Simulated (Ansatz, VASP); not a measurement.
# Two plane-wave programs on Si47Ge

```
CELL_PARAMETERS angstrom
-3.31800 3.31800 9.95400
6.63600 -6.63600 0.00000
6.63600 6.63600 -6.63600
ATOMIC_POSITIONS crystal
Ge 0.13592 0.06780 0.10207
Si 0.13543 0.06755 0.60153
Si 0.46922 0.73466 0.10148
Si 0.47001 0.73495 0.60239
Si 0.80147 0.40088 0.10153
Si 0.80323 0.40160 0.60214
Si 0.16718 0.82861 0.14976
Si 0.16715 0.83347 0.64877
Si 0.50125 0.50128 0.14837
Si 0.50072 0.50020 0.64923
Si 0.83229 0.16694 0.14868
Si 0.83361 0.16655 0.64828
Si 0.26809 0.23694 0.99802
Si 0.26571 0.23520 0.50101
Si 0.59900 0.90134 0.99996
Si 0.59958 0.90085 0.50015
Si 0.93172 0.56579 0.99982
Si 0.93237 0.56828 0.49991
Si 0.09804 0.20112 0.25263
Si 0.09848 0.19786 0.74917
Si 0.43305 0.86403 0.25056
Si 0.43254 0.86508 0.75027
Si 0.76619 0.53252 0.25025
Si 0.76580 0.53101 0.75042
Si 0.53209 0.26659 0.39917
Si 0.53070 0.26492 0.89793
Si 0.86448 0.93247 0.39805
Si 0.85836 0.92863 0.89368
Si 0.19836 0.59992 0.39908
Si 0.19761 0.59844 0.89865
Si 0.16700 0.83406 0.35270
Si 0.16643 0.83315 0.85198
Si 0.49932 0.49974 0.35087
Si 0.49929 0.49943 0.85194
Si 0.83239 0.16672 0.35211
Si 0.83247 0.16569 0.85108
Si 0.40163 0.09820 0.00001
Si 0.40091 0.09985 0.49954
Si 0.73398 0.76490 0.99965
Si 0.73473 0.76488 0.49954
Si 0.06768 0.43046 0.99999
Si 0.06783 0.43235 0.49982
Si 0.23486 0.47010 0.25016
Si 0.23421 0.46892 0.74945
Si 0.56700 0.13535 0.25004
Si 0.56778 0.13587 0.74921
Si 0.90187 0.80323 0.24958
Si 0.90100 0.80163 0.74935
```

Alike in both runs: functional PBE; k mesh 3 × 3 × 2; occupations fermi-dirac, width 0.01 eV; no spin polarisation.

Ansatz relaxed the structure, and its values are those at the end. VASP's run is a single point on that final structure, the one shown.

|  | VASP | Ansatz |
| --- | --- | --- |
| version | VASP 6.6.1 | Ansatz 0.2.0 |
| potentials or method | VASP PAW PBE potentials, release 64 (Ge_d, Si) | plane-wave PAW, scalar-relativistic |
| plane-wave cutoff (eV) | 520 | 420 |
| valence electrons in the cell | 202 | 202 |

Ansatz gave:

```
pressure (GPa)                     : 1.2
rms of the force components (eV/Å) : 0.010
```

What did VASP give for the same quantities?

Pressure (GPa): 1.1; rms of the force components (eV/Å): 0.011.

Ansatz's warnings: stress scf threshold loose.
